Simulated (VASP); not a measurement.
A run of VASP 6.6.1:

File INCAR:

```
SYSTEM = KF
ALGO = Normal
EDIFF = 1E-6
ENCUT = 600
GGA = PS
GGA_COMPAT = .False.
ISIF = 2
ISMEAR = 0
ISPIN = 2
LASPH = .True.
LCHARG = .False.
LORBIT = 11
LREAL = .False.
LWAVE = .False.
MAGMOM = 0 0
NBANDS = 19
NELM = 200
PREC = Accurate
SIGMA = 0.1
```

KPOINTS

```
k-points
0
Gamma
  8 8 8
  0 0 0
```

POSCAR

```
KF
1.0
    0.0000000000      2.6544134050      2.6544134050
    2.6544134050      0.0000000000      2.6544134050
    2.6544134050      2.6544134050      0.0000000000
K F
1 1
Direct
    0.0000000000      0.0000000000      0.0000000000
    0.5000000000      0.5000000000      0.5000000000
```

Potentials or basis: VASP PAW PBE potentials, release 64 (K_sv, F).

Run with:

```sh
$ cat potpaw_PBE.64/K_sv/POTCAR potpaw_PBE.64/F/POTCAR > POTCAR
$ mpirun -np 1 vasp_std > vasp.out
```

Hardware: 1 thread of AMD EPYC 7R13 Processor (Zen 3), with other jobs on the host.

Estimate the wall time of this run.

It took 49 s on 1 thread of AMD EPYC 7R13 Processor (Zen 3), on a shared host, peak memory 0.18 GiB. Counts: scf iterations 14, k points 29.
